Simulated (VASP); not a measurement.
# Cr (Im-3m) in VASP: a series of runs

The runs below take Cr through single point, with LDA.

All numbers are computed with VASP 6.6.1; they aren't measurements. Logs are shortened: lines on timing, memory, paths and dates and some standing lists are left out, and cuts for length are marked.

**1. The cell of the first run**

It takes space group Im-3m (No. 229, cubic). Conventional cell: a = 2.788 Å, b = 2.788 Å, c = 2.788 Å, α = 90.00°, β = 90.00°, γ = 90.00°. Cr (site symmetry m-3m) has 14 Cr at 2.41 to 2.79 Å within 3.2 Å.

**2. Single point, LDA**

INCAR reads:

```
SYSTEM = Cr
ALGO = Normal
EDIFF = 1E-6
ENCUT = 520
GGA = CA
ISIF = 2
ISMEAR = -1
LASPH = .TRUE.
LCHARG = .FALSE.
LREAL = .FALSE.
LWAVE = .FALSE.
NBANDS = 12
NELM = 80
PREC = Accurate
SIGMA = 0.2
```

KPOINTS reads:

```
k-points
0
G
  16 16 16
  0 0 0
```

POSCAR reads:

```
Cr
1.0
   -1.3942485114      1.3942485114      1.3942485114
    1.3942485114     -1.3942485114      1.3942485114
    1.3942485114      1.3942485114     -1.3942485114
Cr
1
Direct
    0.0000000000      0.0000000000      0.0000000000
```

Potentials or basis: VASP PAW LDA potentials, release 64 (Cr_pv).

Command:

```
$ cat potpaw_LDA.64/Cr_pv/POTCAR > POTCAR
$ mpirun -np 1 vasp_std > vasp.out
```

OUTCAR:

```text
SYSTEM = Cr
   EDIFF = 1E-6
   ENCUT = 520
   GGA = CA
   ISIF = 2
   ISMEAR = -1
   LASPH = .TRUE.
   LREAL = .FALSE.
   NELM = 80
   PREC = Accurate

 ion  position               nearest neighbor table
   1  0.000  0.000  0.000-

  LATTYP: Found a body centered cubic cell.
 ALAT       =     2.7884970228

  Lattice vectors:

 A1 = (  -1.3942485114,   1.3942485114,   1.3942485114)
 A2 = (   1.3942485114,  -1.3942485114,   1.3942485114)
 A3 = (   1.3942485114,   1.3942485114,  -1.3942485114)

Analysis of symmetry for initial positions (statically):
=====================================================================
 Subroutine PRICEL returns:
 Original cell was already a primitive cell.

 Routine SETGRP: Setting up the symmetry group for a
 body centered cubic supercell.

 Subroutine GETGRP returns: Found 48 space group operations
 (whereof 48 operations were pure point group operations)
 out of a pool of 48 trial point group operations.

The static configuration has the point symmetry O_h .

Analysis of symmetry for dynamics (positions and initial velocities):
=====================================================================
 Subroutine PRICEL returns:
 Original cell was already a primitive cell.

 Routine SETGRP: Setting up the symmetry group for a
 body centered cubic supercell.

 Subroutine GETGRP returns: Found 48 space group operations
 (whereof 48 operations were pure point group operations)
 out of a pool of 48 trial point group operations.

The dynamic configuration has the point symmetry O_h .

 Subroutine INISYM returns: Found 48 space group operations
 (whereof 48 operations are pure point group operations),
 and found     1 'primitive' translations

----------------------------------------------------------------------------------------

                                     Primitive cell

  volume of cell :      10.8413

  direct lattice vectors                    reciprocal lattice vectors
    -1.394248511  1.394248511  1.394248511     0.000000000  0.358616126  0.358616126
     1.394248511 -1.394248511  1.394248511     0.358616126  0.000000000  0.358616126
     1.394248511  1.394248511 -1.394248511     0.358616126  0.358616126  0.000000000

  length of vectors
     2.414909260  2.414909260  2.414909260     0.507159789  0.507159789  0.507159789

  position of ions in fractional coordinates (direct lattice)
     0.000000000  0.000000000  0.000000000

  ion indices of the primitive-cell ions
   primitive index   ion index
                 1           1

----------------------------------------------------------------------------------------

 KPOINTS: k-points

Automatic generation of k-mesh.
 Grid dimensions read from file:
 generate k-points for:   16   16   16

 Generating k-lattice:

  Cartesian coordinates                     Fractional coordinates (reciprocal lattice)
     0.000000000  0.022413508  0.022413508     0.062500000  0.000000000  0.000000000
     0.022413508  0.000000000  0.022413508     0.000000000  0.062500000  0.000000000
     0.022413508  0.022413508  0.000000000     0.000000000  0.000000000  0.062500000

  Length of vectors
     0.031697487  0.031697487  0.031697487

  Shift w.r.t. Gamma in fractional coordinates (k-lattice)
     0.000000000  0.000000000  0.000000000

 Subroutine IBZKPT returns following result:
 ===========================================

 Found    145 irreducible k-points:

 Following reciprocal coordinates:
            Coordinates               Weight
  0.000000  0.000000  0.000000      1.000000
  0.062500  0.000000  0.000000     12.000000
  0.125000  0.000000  0.000000     12.000000
  0.187500  0.000000  0.000000     12.000000
  0.250000  0.000000  0.000000     12.000000
  0.312500  0.000000  0.000000     12.000000
[... 16 lines left out ...]
  0.187500  0.187500  0.000000     24.000000
  0.250000  0.187500  0.000000     48.000000
 [... further k-points ...]
   k-points           NKPTS =    145   k-points in BZ     NKDIM =    145   number of bands    NBANDS=     12
   number of dos      NEDOS =    301   number of ions     NIONS =      1
   total plane-waves  NPLWV =   5832
   dimension x,y,z NGX =    18 NGY =   18 NGZ =   18
   dimension x,y,z NGXF=    36 NGYF=   36 NGZF=   36
   ions per type =               1
   NGX,Y,Z   is equivalent  to a cutoff of  12.39, 12.39, 12.39 a.u.
   NGXF,Y,Z  is equivalent  to a cutoff of  24.78, 24.78, 24.78 a.u.
 SYSTEM =  Cr
   PREC   = accura    normal or accurate (medium, high low for compatibility)
   ISTART =      0    job   : 0-new  1-cont  2-samecut
   ICHARG =      2    charge: 1-file 2-atom 10-const
   ISPIN  =      1    spin polarized calculation?
   LNONCOLLINEAR =      F non collinear calculations
   LSORBIT =      F    spin-orbit coupling
   LASPH  =      T    aspherical Exc in radial PAW
   ENCUT  =  520.0 eV  38.22 Ry    6.18 a.u.   4.49  4.49  4.49*2*pi/ulx,y,z
   NELM   =     80;   NELMIN=  2; NELMDL= -5     # of ELM steps
   EDIFF  = 0.1E-05   stopping-criterion for ELM
   LREAL  =      F    real-space projection
   EDIFFG = 0.1E-04   stopping-criterion for IOM
   NSW    =      0    number of steps for IOM
   IBRION =     -1    ionic relax: 0-MD 1-quasi-New 2-CG
   NFREE  =      0    steps in history (QN), initial steepest desc. (CG)
   ISIF   =      2    stress and relaxation
   ISYM   =      2    0-nonsym 1-usesym 2-fastsym
   POTIM  = 0.5000    time-step for ionic-motion
   TEBEG  =    0.0;   TEEND  =   0.0 temperature during run
   PSTRESS=    0.0 pullay stress
   NELECT =      12.0000    total number of electrons
   NUPDOWN=      -1.0000    fix difference up-down
   EMIN   =  10.00;   EMAX   =-10.00  energy-range for DOS
   EFERMI =   0.00;   METHOD = LEGACY
   ISMEAR =    -1;   SIGMA  =   0.20  broadening in eV -4-tet -1-fermi 0-gaus
   EFERMI_NEDOS =   21; number of points for ismear=-14 and -15
   IALGO  =     38    algorithm
   IMIX   =      4    mixing-type and parameters
     AMIX     =   0.40;   BMIX     =  1.00
     AMIX_MAG =   1.60;   BMIX_MAG =  1.00
  volume/ion in A,a.u.               =      10.84        73.16
  Fermi-wavevector in a.u.,A,eV,Ry     =   1.693460  3.200176 39.018901  2.867808
  Thomas-Fermi vector in A             =   2.774862
   LORBIT       =      0    0 simple, 1 ext, 2 COOP (PROOUT), +10 PAW based schemes
   GGA     = CA    functional components
   LHFCALC =     F    Hartree Fock is set to
   AEXX    =    0.0000 exact exchange contribution
   IVDW    =     0    specifies the selected vdW correction
   LEPSILON=     F    determine dielectric tensor
   LRPA    =     F    only Hartree local field effects (RPA)
 non-spin polarized calculation
  energy-cutoff  :      520.00
  volume of cell :       10.84
 maximum number of plane-waves:       321
 NGX is ok and might be reduce to    18
   NGX =  9   NGY =  9   NGZ =  9

 number of electron      12.0000011 magnetization

 Free energy of the ion-electron system (eV)
  ---------------------------------------------------
  ext. energy  EPLUGINS =         0.00000000
  ---------------------------------------------------
  free energy    TOTEN  =       -10.67847435 eV

  energy without entropy =      -10.57231321  energy(sigma->0) =      -10.62539378

 E-fermi :  11.6931     XC(G=0): -14.3753

 val. band max:       11.6777825939   @ k =  -0.3125   0.3125   0.2500
 cond. band min:      11.7058854304   @ k =  -0.1875   0.1875   0.1250
 fundamental gap:      0.0281028364
 Fermi energy:        11.6931435764

 k-point     1 :       0.0000    0.0000    0.0000
  band No.  band energies     occupation
      1     -30.4897      2.00000
      2     -30.4897      2.00000
      3     -30.4897      2.00000
      4       3.7273      2.00000
      5      10.7406      1.98306
      6      10.7406      1.98306
      7      10.7406      1.98306
      8      12.9228      0.00427
      9      12.9228      0.00427
     10      17.1483      0.00000
     11      34.5510      0.00000
     12      34.5510      0.00000

 k-point     2 :       0.0625    0.0000    0.0000
  band No.  band energies     occupation
      1     -30.5360      2.00000
      2     -30.5036      2.00000
      3     -30.4901      2.00000
      4       3.9096      2.00000
      5      10.6671      1.98824
      6      10.7285      1.98404
      7      10.8686      1.96811
      8      12.8397      0.00645
      9      12.9279      0.00416
     10      17.1482      0.00000
     11      34.2085      0.00000
     12      34.5193      0.00000

 k-point     3 :       0.1250    0.0000    0.0000
  band No.  band energies     occupation
      1     -30.6667      2.00000
      2     -30.5431      2.00000
      3     -30.4911      2.00000
      4       4.4340      2.00000
      5      10.4623      1.99576
      6      10.6667      1.98826
      7      11.2420      1.81025
      8      12.6618      0.01564
      9      12.9461      0.00380
     10      17.1482      0.00000
     11      33.1928      0.00000
     12      34.2609      0.00000
[... 286 lines left out ...]
 k-point    23 :       0.1875    0.1875    0.0000
  band No.  band energies     occupation
      1     -31.2747      2.00000
      2     -30.7590      2.00000
      3     -30.5718      2.00000
      4       7.3134      2.00000
      5       9.5477      1.99996
      6       9.8854      1.99976
      7      12.4237      0.05054
      8      13.3239      0.00058
      9      14.1528      0.00001
     10      17.1480      0.00000
     11      28.2921      0.00000
     12      29.1305      0.00000

 k-point    24 :       0.2500    0.1875    0.0000
  band No.  band energies     occupation
      1     -31.3903      2.00000
      2     -30.8537      2.00000
      3     -30.5868      2.00000
      4       7.8120      2.00000
      5       9.3111      1.99999
      6      10.0268      1.99952
      7      12.5735      0.02421
      8      13.4264      0.00034
      9      15.2929      0.00000
     10      17.1479      0.00000
     11      26.2986      0.00000
     12      27.9261      0.00000

 [... further k-points ...]

------------------------ aborting loop because EDIFF is reached ----------------------------------------

  FORCE on cell =-STRESS in cart. coord.  units (eV):
  Direction    XX          YY          ZZ          XY          YZ          ZX
  --------------------------------------------------------------------------------------
  -------------------------------------------------------------------------------------
  Total        0.0542066      0.0542066      0.0542066      0.0000000      0.0000000      0.0000000
  in kB        8.0109097      8.0109097      8.0109097      0.0000000      0.0000000      0.0000000
  external PRESSURE =       8.0109097 kB  Pullay stress =       0.0000000 kB

 VOLUME and BASIS-vectors are now :
 -----------------------------------------------------------------------------
  energy-cutoff  :      520.00
  volume of cell :       10.84
      direct lattice vectors                 reciprocal lattice vectors
    -1.394248511  1.394248511  1.394248511     0.000000000  0.358616126  0.358616126
     1.394248511 -1.394248511  1.394248511     0.358616126  0.000000000  0.358616126
     1.394248511  1.394248511 -1.394248511     0.358616126  0.358616126  0.000000000

 POSITION                                       TOTAL-FORCE (eV/Angst)
 -----------------------------------------------------------------------------------
      0.00000      0.00000      0.00000        -0.000000     -0.000000      0.000000
 -----------------------------------------------------------------------------------
    total drift:                                0.000000      0.000000      0.000000

  FREE ENERGIE OF THE ION-ELECTRON SYSTEM (eV)
  ---------------------------------------------------
  free  energy   TOTEN  =       -10.6784743470 eV

  energy  without entropy=      -10.5723132085  energy(sigma->0) =      -10.62539378
```

Wall time 8 s (1 thread of Intel Xeon Platinum 8488C (Sapphire Rapids), shared host); peak memory 0.13 GiB.

Results:

* Free energy: -10.6785 eV
* Pressure: 0.8 GPa
* Band gap on the k mesh: zero (band 6 reaches 14.45 eV, above the bottom of band 7 at 10.74 eV)

Caveat: the run has no spin polarisation, though such a crystal can be magnetic.

**3. Single point, LDA**

INCAR reads:

```
SYSTEM = Cr
PREC = Accurate ; ENCUT = 520
EDIFF = 1E-6 ; ISMEAR = -1
SIGMA = 0.3 ; LREAL = .False.
LASPH = .True. ; NELM = 80
ALGO = Normal ; ISIF = 2
LWAVE = .False. ; LCHARG = .False.
GGA = CA ; NBANDS = 12
```

KPOINTS reads:

```
regular mesh
0
Gamma
  16 16 16
  0 0 0
```

POSCAR is that of step 2.

Potentials or basis: VASP PAW LDA potentials, release 64 (Cr_pv).

Command:

```
$ cat potpaw_LDA.64/Cr_pv/POTCAR > POTCAR
$ mpirun -np 1 vasp_std > vasp.out
```

OUTCAR:

```text
SYSTEM = Cr
   PREC = Accurate
   ENCUT = 520
   EDIFF = 1E-6
   ISMEAR = -1
   LREAL = .False.
   LASPH = .True.
   NELM = 80
   ISIF = 2
   GGA = CA

 ion  position               nearest neighbor table
   1  0.000  0.000  0.000-

  LATTYP: Found a body centered cubic cell.
 ALAT       =     2.7884970228

  Lattice vectors:

 A1 = (  -1.3942485114,   1.3942485114,   1.3942485114)
 A2 = (   1.3942485114,  -1.3942485114,   1.3942485114)
[... 539 lines left out ...]
     12      27.9347      0.00000

 [... further k-points ...]

------------------------ aborting loop because EDIFF is reached ----------------------------------------

  FORCE on cell =-STRESS in cart. coord.  units (eV):
  Direction    XX          YY          ZZ          XY          YZ          ZX
  --------------------------------------------------------------------------------------
  -------------------------------------------------------------------------------------
  Total        0.1622062      0.1622062      0.1622062     -0.0000000      0.0000000      0.0000000
  in kB       23.9716294     23.9716294     23.9716294     -0.0000000      0.0000000      0.0000000
  external PRESSURE =      23.9716294 kB  Pullay stress =       0.0000000 kB

 VOLUME and BASIS-vectors are now :
 -----------------------------------------------------------------------------
  energy-cutoff  :      520.00
  volume of cell :       10.84
      direct lattice vectors                 reciprocal lattice vectors
    -1.394248511  1.394248511  1.394248511     0.000000000  0.358616126  0.358616126
     1.394248511 -1.394248511  1.394248511     0.358616126  0.000000000  0.358616126
     1.394248511  1.394248511 -1.394248511     0.358616126  0.358616126  0.000000000

 POSITION                                       TOTAL-FORCE (eV/Angst)
 -----------------------------------------------------------------------------------
      0.00000      0.00000      0.00000         0.000000      0.000000      0.000000
 -----------------------------------------------------------------------------------
    total drift:                                0.000000      0.000000      0.000000

  FREE ENERGIE OF THE ION-ELECTRON SYSTEM (eV)
  ---------------------------------------------------
  free  energy   TOTEN  =       -10.7506574641 eV

  energy  without entropy=      -10.4722027654  energy(sigma->0) =      -10.61143011
```

Run time: 7.8 s. Hardware: 1 thread of Intel Xeon Platinum 8488C (Sapphire Rapids), shared host; peak memory 0.13 GiB.

What came out:

```yaml
Free_energy: -10.7507 eV
Pressure: 2.4 GPa
Band_gap_on_the_k_mesh: zero (band 6 reaches 14.48 eV, above the bottom of band 7 at 10.77 eV)
```

Caveat: the run has no spin polarisation, though such a crystal can be magnetic.

(Part 1 of 2 ends here.)
